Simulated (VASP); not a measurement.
# MoS2 (R3m) in VASP: a series of runs

The runs below take MoS2 through single point, with PBEsol.

Program: VASP 6.6.1. These are calculated values, not measurements. Logs are shortened: lines on timing, memory, paths and dates and some standing lists are left out, and cuts for length are marked.

### Step 1. The cell of the first run

Symmetry: R3m, No. 160, trigonal system. The conventional cell has a = 3.098 Å, b = 3.098 Å, c = 17.995 Å, α = 90.00°, β = 90.00°, γ = 120.00°. Mo (site symmetry 3m) has 6 S at 2.32 Å and 6 Mo at 3.10 Å within 3.1 Å. S (site symmetry 3m) has 3 Mo at 2.32 Å and 7 S at 2.94 to 3.10 Å within 3.1 Å. S (site symmetry 3m) has 3 Mo at 2.32 Å and 7 S at 2.94 to 3.10 Å within 3.1 Å.

### Step 2. Single point, PBEsol (volume scaled by 0.94)

The input, INCAR:

```
PREC = Accurate
ENCUT = 520
EDIFF = 1E-6
ISMEAR = -1
SIGMA = 0.05
LREAL = False
LASPH = True
NELM = 100
ALGO = Normal
ISIF = 2
LWAVE = False
LCHARG = False
GGA = PS
NBANDS = 20
```

The input, KPOINTS:

```
Automatic mesh
0
Gamma
  13 13 13
```

The input, POSCAR:

```
MoS2
1.0
    1.5492157804      0.8944401478      5.9983290071
   -1.5492157804      0.8944401478      5.9983290071
    0.0000000000     -1.7888802957      5.9983290071
Mo S
1 2
Direct
    0.0000000000      0.0000000000      0.0000000000
    0.7484000000      0.7484000000      0.7484000000
    0.5849000000      0.5849000000      0.5849000000
```

Potentials or basis: VASP PAW PBE potentials, release 64 (Mo_sv, S).

Run with:

```console
cat potpaw_PBE.64/Mo_sv/POTCAR potpaw_PBE.64/S/POTCAR > POTCAR
mpirun -np 1 vasp_std > vasp.out
```

OUTCAR:

```text
PREC = Accurate
   ENCUT = 520
   EDIFF = 1E-6
   ISMEAR = -1
   LREAL = False
   LASPH = True
   NELM = 100
   ISIF = 2
   GGA = PS

 ion  position               nearest neighbor table
   1  0.000  0.000  0.000-   2 2.32   2 2.32   2 2.32   3 2.32   3 2.32   3 2.32
   2  0.748  0.748  0.748-   1 2.32   1 2.32   1 2.32
   3  0.585  0.585  0.585-   1 2.32   1 2.32   1 2.32

  LATTYP: Found a trigonal (rhomboedric) cell.
 ALAT       =     6.2593964237
 COS(alpha) =     0.8774851014

  Lattice vectors:

 A1 = (   1.5492157804,   0.8944401478,   5.9983290071)
 A2 = (  -1.5492157804,   0.8944401478,   5.9983290071)
 A3 = (   0.0000000000,  -1.7888802957,   5.9983290071)

Analysis of symmetry for initial positions (statically):
=====================================================================
 Subroutine PRICEL returns:
 Original cell was already a primitive cell.

 Routine SETGRP: Setting up the symmetry group for a
 trigonal (rhombohedral) supercell.

 Subroutine GETGRP returns: Found  6 space group operations
 (whereof  6 operations were pure point group operations)
 out of a pool of 12 trial point group operations.

The static configuration has the point symmetry C_3v.

Analysis of symmetry for dynamics (positions and initial velocities):
=====================================================================
 Subroutine PRICEL returns:
 Original cell was already a primitive cell.

 Routine SETGRP: Setting up the symmetry group for a
 trigonal (rhombohedral) supercell.

 Subroutine GETGRP returns: Found  6 space group operations
 (whereof  6 operations were pure point group operations)
 out of a pool of 12 trial point group operations.

The dynamic configuration has the point symmetry C_3v.

 Subroutine INISYM returns: Found  6 space group operations
 (whereof  6 operations are pure point group operations),
 and found     1 'primitive' translations

----------------------------------------------------------------------------------------

                                     Primitive cell

  volume of cell :      49.8706

  direct lattice vectors                    reciprocal lattice vectors
     1.549215780  0.894440148  5.998329007     0.322743937  0.186336299  0.055571032
    -1.549215780  0.894440148  5.998329007    -0.322743937  0.186336299  0.055571032
     0.000000000 -1.788880296  5.998329007     0.000000000 -0.372672598  0.055571032

  length of vectors
     6.259396424  6.259396424  6.259396424     0.376793053  0.376793053  0.376793053

  position of ions in fractional coordinates (direct lattice)
     0.000000000  0.000000000  0.000000000
     0.748400000  0.748400000  0.748400000
     0.584900000  0.584900000  0.584900000

  ion indices of the primitive-cell ions
   primitive index   ion index
                 1           1
                 2           2
                 3           3

----------------------------------------------------------------------------------------

 KPOINTS: Automatic mesh

Automatic generation of k-mesh.
 Grid dimensions read from file:
 generate k-points for:   13   13   13

 Generating k-lattice:

  Cartesian coordinates                     Fractional coordinates (reciprocal lattice)
     0.024826457  0.014333561  0.004274695     0.076923077  0.000000000  0.000000000
    -0.024826457  0.014333561  0.004274695     0.000000000  0.076923077  0.000000000
     0.000000000 -0.028667123  0.004274695    -0.000000000 -0.000000000  0.076923077

  Length of vectors
     0.028984081  0.028984081  0.028984081

  Shift w.r.t. Gamma in fractional coordinates (k-lattice)
     0.000000000  0.000000000  0.000000000

 Subroutine IBZKPT returns following result:
 ===========================================

 Found    231 irreducible k-points:

 Following reciprocal coordinates:
            Coordinates               Weight
  0.000000  0.000000  0.000000      1.000000
  0.076923 -0.000000 -0.000000      6.000000
  0.153846 -0.000000 -0.000000      6.000000
  0.230769 -0.000000 -0.000000      6.000000
  0.307692 -0.000000 -0.000000      6.000000
  0.384615  0.000000  0.000000      6.000000
[... 16 lines left out ...]
  0.384615  0.153846 -0.000000     12.000000
  0.461538  0.153846 -0.000000     12.000000
 [... further k-points ...]
   k-points           NKPTS =    231   k-points in BZ     NKDIM =    231   number of bands    NBANDS=     20
   number of dos      NEDOS =    301   number of ions     NIONS =      3
   total plane-waves  NPLWV = 110592
   dimension x,y,z NGX =    48 NGY =   48 NGZ =   48
   dimension x,y,z NGXF=    96 NGYF=   96 NGZF=   96
   ions per type =               1   2
   NGX,Y,Z   is equivalent  to a cutoff of  12.75, 12.75, 12.75 a.u.
   NGXF,Y,Z  is equivalent  to a cutoff of  25.50, 25.50, 25.50 a.u.
 SYSTEM =  unknown system
   PREC   = accura    normal or accurate (medium, high low for compatibility)
   ISTART =      0    job   : 0-new  1-cont  2-samecut
   ICHARG =      2    charge: 1-file 2-atom 10-const
   ISPIN  =      1    spin polarized calculation?
   LNONCOLLINEAR =      F non collinear calculations
   LSORBIT =      F    spin-orbit coupling
   LASPH  =      T    aspherical Exc in radial PAW
   ENCUT  =  520.0 eV  38.22 Ry    6.18 a.u.  11.64 11.64 11.64*2*pi/ulx,y,z
   NELM   =    100;   NELMIN=  2; NELMDL= -5     # of ELM steps
   EDIFF  = 0.1E-05   stopping-criterion for ELM
   LREAL  =      F    real-space projection
   EDIFFG = 0.1E-04   stopping-criterion for IOM
   NSW    =      0    number of steps for IOM
   IBRION =     -1    ionic relax: 0-MD 1-quasi-New 2-CG
   NFREE  =      0    steps in history (QN), initial steepest desc. (CG)
   ISIF   =      2    stress and relaxation
   ISYM   =      2    0-nonsym 1-usesym 2-fastsym
   POTIM  = 0.5000    time-step for ionic-motion
   TEBEG  =    0.0;   TEEND  =   0.0 temperature during run
   PSTRESS=    0.0 pullay stress
   NELECT =      26.0000    total number of electrons
   NUPDOWN=      -1.0000    fix difference up-down
   EMIN   =  10.00;   EMAX   =-10.00  energy-range for DOS
   EFERMI =   0.00;   METHOD = LEGACY
   ISMEAR =    -1;   SIGMA  =   0.05  broadening in eV -4-tet -1-fermi 0-gaus
   EFERMI_NEDOS =   21; number of points for ismear=-14 and -15
   IALGO  =     38    algorithm
   IMIX   =      4    mixing-type and parameters
     AMIX     =   0.40;   BMIX     =  1.00
     AMIX_MAG =   1.60;   BMIX_MAG =  1.00
  volume/ion in A,a.u.               =      16.62       112.18
  Fermi-wavevector in a.u.,A,eV,Ry     =   1.317602  2.489907 23.620748  1.736076
  Thomas-Fermi vector in A             =   2.447632
   LORBIT       =      0    0 simple, 1 ext, 2 COOP (PROOUT), +10 PAW based schemes
   GGA     = PS    functional components
   LHFCALC =     F    Hartree Fock is set to
   AEXX    =    0.0000 exact exchange contribution
   IVDW    =     0    specifies the selected vdW correction
   LEPSILON=     F    determine dielectric tensor
   LRPA    =     F    only Hartree local field effects (RPA)
 non-spin polarized calculation
  energy-cutoff  :      520.00
  volume of cell :       49.87
 maximum number of plane-waves:      1360
   NGX = 23   NGY = 23   NGZ = 23

 number of electron      26.0000001 magnetization

 Free energy of the ion-electron system (eV)
  ---------------------------------------------------
  ext. energy  EPLUGINS =         0.00000000
  ---------------------------------------------------
  free energy    TOTEN  =       -23.20037450 eV

  energy without entropy =      -23.20036724  energy(sigma->0) =      -23.20037087

 E-fermi :   8.9254     XC(G=0): -11.2822

 val. band max:        8.6365587415   @ k =   0.4615   0.4615   0.4615
 cond. band min:       9.3660590939   @ k =  -0.3077   0.3077   0.0000
 fundamental gap:      0.7295003525
 Fermi energy:         8.9254021339

 k-point     1 :       0.0000    0.0000    0.0000
  band No.  band energies     occupation
      1     -53.0011      2.00000
      2     -27.2886      2.00000
      3     -26.9842      2.00000
      4     -26.9842      2.00000
      5      -7.2197      2.00000
      6      -5.1289      2.00000
[... 12 lines left out ...]
     19      16.7677      0.00000
     20      16.9925      0.00000

 k-point     2 :       0.0769   -0.0000   -0.0000
  band No.  band energies     occupation
      1     -52.9979      2.00000
      2     -27.2822      2.00000
      3     -27.0159      2.00000
      4     -26.9912      2.00000
      5      -7.1153      2.00000
      6      -5.1066      2.00000
[... 12 lines left out ...]
     19      17.0341      0.00000
     20      17.2075      0.00000

 k-point     3 :       0.1538   -0.0000   -0.0000
  band No.  band energies     occupation
      1     -52.9888      2.00000
      2     -27.2643      2.00000
      3     -27.1029      2.00000
      4     -27.0105      2.00000
      5      -6.8161      2.00000
      6      -5.0423      2.00000
[... 12 lines left out ...]
     19      17.0645      0.00000
     20      17.7327      0.00000

 k-point     4 :       0.2308   -0.0000   -0.0000
  band No.  band energies     occupation
      1     -52.9760      2.00000
      2     -27.2389      2.00000
      3     -27.2236      2.00000
      4     -27.0377      2.00000
      5      -6.3643      2.00000
      6      -4.9450      2.00000
[... 12 lines left out ...]
     19      16.9386      0.00000
     20      17.7039      0.00000

 k-point     5 :       0.3077   -0.0000   -0.0000
  band No.  band energies     occupation
      1     -52.9623      2.00000
      2     -27.3494      2.00000
      3     -27.2119      2.00000
      4     -27.0664      2.00000
      5      -5.8325      2.00000
      6      -4.8323      2.00000
[... 12 lines left out ...]
     19      16.2105      0.00000
     20      16.8203      0.00000
[... 353 lines left out ...]
      6      -5.0195      2.00000
[... 12 lines left out ...]
     19      17.2179      0.00000
     20      17.3927      0.00000

 k-point    22 :       0.3077    0.1538   -0.0000
  band No.  band energies     occupation
      1     -52.9694      2.00000
      2     -27.2660      2.00000
      3     -27.2259      2.00000
      4     -27.0710      2.00000
      5      -6.0901      2.00000
      6      -4.9278      2.00000
[... 12 lines left out ...]
     19      17.1511      0.00000
     20      17.6374      0.00000

 k-point    23 :       0.3846    0.1538   -0.0000
  band No.  band energies     occupation
      1     -52.9573      2.00000
      2     -27.3587      2.00000
      3     -27.2019      2.00000
      4     -27.1152      2.00000
      5      -5.5961      2.00000
      6      -4.8102      2.00000
[... 12 lines left out ...]
     19      16.5660      0.00000
     20      17.2977      0.00000

 k-point    24 :       0.4615    0.1538   -0.0000
  band No.  band energies     occupation
      1     -52.9472      2.00000
      2     -27.4332      2.00000
      3     -27.1820      2.00000
      4     -27.1530      2.00000
      5      -5.1421      2.00000
      6      -4.6941      2.00000
[... 12 lines left out ...]
     19      16.4440      0.00000
     20      17.1566      0.00000

 [... further k-points ...]
[... 5 lines left out ...]
  --------------------------------------------------------------------------------------
  -------------------------------------------------------------------------------------
  Total        4.0582985      4.0582985      6.9034688     -0.0000000     -0.0000000      0.0000000
  in kB      130.3796595    130.3796595    221.7855343     -0.0000000     -0.0000000      0.0000000
  external PRESSURE =     160.8482844 kB  Pullay stress =       0.0000000 kB

 VOLUME and BASIS-vectors are now :
 -----------------------------------------------------------------------------
  energy-cutoff  :      520.00
  volume of cell :       49.87
      direct lattice vectors                 reciprocal lattice vectors
     1.549215780  0.894440148  5.998329007     0.322743937  0.186336299  0.055571032
    -1.549215780  0.894440148  5.998329007    -0.322743937  0.186336299  0.055571032
     0.000000000 -1.788880296  5.998329007     0.000000000 -0.372672598  0.055571032

 POSITION                                       TOTAL-FORCE (eV/Angst)
 -----------------------------------------------------------------------------------
      0.00000      0.00000      0.00000         0.000000      0.000000     -0.003701
      0.00000     -0.00000     13.46745         0.000000     -0.000000      2.269471
      0.00000     -0.00000     10.52527         0.000000      0.000000     -2.265771
 -----------------------------------------------------------------------------------
    total drift:                                0.000000      0.000000     -0.000026

  FREE ENERGIE OF THE ION-ELECTRON SYSTEM (eV)
  ---------------------------------------------------
  free  energy   TOTEN  =       -23.2003744960 eV

  energy  without entropy=      -23.2003672436  energy(sigma->0) =      -23.20037087
```

Wall time 13 min (1 thread of AMD EPYC 7R13 (Zen 3), shared host); peak memory 0.42 GiB.

What came out:

* Free energy: -23.2004 eV
* Pressure: 16.1 GPa
* Largest force: 2.269 eV/Å
* Band gap on the k mesh: 0.73 eV, indirect (least direct gap 1.97 eV)

Forces on the atoms (eV/Å):
```
Mo   0.000  0.000 -0.004
S    0.000  0.000  2.269
S    0.000  0.000 -2.266
```

Stress tensor (GPa, compression positive):
```
13.04  0.00  0.00
 0.00 13.04  0.00
 0.00  0.00 22.18
```

Levels at points of the mesh, in eV from the valence-band top:
| k point | band 9 | band 10 | band 11 | band 12 | band 13 | band 14 | band 15 | band 16 | band 17 | band 18 |
| --- | --- | --- | --- | --- | --- | --- | --- | --- | --- | --- |
| (0.00, 0.00, 0.00) | -4.21 | -2.88 | -2.88 | -1.43 | -1.38 | 1.96 | 1.96 | 2.62 | 2.62 | 5.33 |

Caveat: the PAW data sets were made with another functional, which shifts forces and pressure a little. A k mesh can miss the band edges.

### Step 3. Single point, PBEsol (volume scaled by 0.96)

The input, INCAR:

```
SYSTEM = MoS2
PREC = Accurate
ENCUT = 520
EDIFF = 1E-6
ISMEAR = -1
SIGMA = 0.05
LREAL = .FALSE.
LASPH = .TRUE.
NELM = 60
ALGO = Normal
ISIF = 2
LWAVE = .FALSE.
LCHARG = .FALSE.
GGA = PS
NBANDS = 20
```

The input, KPOINTS:

```
regular mesh
0
G
  13 13 13
  0 0 0
```

The input, POSCAR:

```
MoS2
1.0
    1.5601261102      0.9007392297      6.0405721524
   -1.5601261102      0.9007392297      6.0405721524
    0.0000000000     -1.8014784593      6.0405721524
Mo S
1 2
Direct
    0.0000000000      0.0000000000      0.0000000000
    0.7484000000      0.7484000000      0.7484000000
    0.5849000000      0.5849000000      0.5849000000
```

Potentials or basis: VASP PAW PBE potentials, release 64 (Mo_sv, S).

Run with:

```console
cat potpaw_PBE.64/Mo_sv/POTCAR potpaw_PBE.64/S/POTCAR > POTCAR
mpirun -np 1 vasp_std > vasp.out
```

It used 1800 s of CPU time on 1 thread of AMD EPYC 7R13 Processor (Zen 3) (shared host).

The run converged. Its results:

```
Free energy            : -23.2926 eV
Pressure               : 11.7 GPa
Largest force          : 1.818 eV/Å
Band gap on the k mesh : 0.74 eV, indirect (least direct gap 1.92 eV)
```

Forces on the atoms (eV/Å):
```
Mo   0.000  0.000 -0.004
S    0.000  0.000  1.818
S    0.000  0.000 -1.815
```

Stress tensor (GPa, compression positive):
```
 8.83  0.00  0.00
 0.00  8.83  0.00
 0.00  0.00 17.45
```

Levels at points of the mesh, in eV from the valence-band top:
```csv
k point,band 11,band 12,band 13,band 14,band 15,band 16
"(0.00, 0.00, 0.00)",-2.80,-1.37,-1.34,1.94,1.94,2.56
```

Caveat: the PAW data sets were made with another functional, which shifts forces and pressure a little. A k mesh can miss the band edges.

### Step 4. Single point, PBEsol (volume scaled by 0.98)

Edit INCAR of step 3 so:

```diff
@@ -8,3 +8,3 @@
 LASPH = .TRUE.
-NELM = 60
+NELM = 80
 ALGO = Normal
```

KPOINTS is that of step 3.

The input, POSCAR:

```
MoS2
1.0
    1.5708859406      0.9069514207      6.0822325872
   -1.5708859406      0.9069514207      6.0822325872
    0.0000000000     -1.8139028413      6.0822325872
Mo S
1 2
Direct
    0.0000000000      0.0000000000      0.0000000000
    0.7484000000      0.7484000000      0.7484000000
    0.5849000000      0.5849000000      0.5849000000
```

Run with:

```console
cat potpaw_PBE.64/Mo_sv/POTCAR potpaw_PBE.64/S/POTCAR > POTCAR
mpirun -np 1 vasp_std > vasp.out
```

It took 22 min on 1 thread of AMD EPYC 7R13 (Zen 3), shared host; peak memory 0.43 GiB.

Results (log left out):

- Free energy: -23.3573 eV
- Pressure: 7.8 GPa
- Largest force: 1.400 eV/Å
- Band gap on the k mesh: 0.74 eV, indirect (least direct gap 1.86 eV)

Forces in eV/Å, atoms in the order of the input:
```
Mo   0.000  0.000 -0.004
S    0.000  0.000  1.400
S    0.000  0.000 -1.397
```

Stress tensor (GPa, compression positive):
```
 5.05  0.00  0.00
 0.00  5.05  0.00
 0.00  0.00 13.17
```

Levels at points of the mesh, in eV from the valence-band top:
```csv
k point,band 9,band 10,band 11,band 12,band 13,band 14,band 15,band 16,band 17,band 18
"(0.00, 0.00, 0.00)",-3.97,-2.72,-2.72,-1.34,-1.27,1.92,1.92,2.50,2.50,5.25
```

Caveat: the PAW data sets were made with another functional, which shifts forces and pressure a little. A k mesh can miss the band edges.

(Continued in part 2 of 2.)
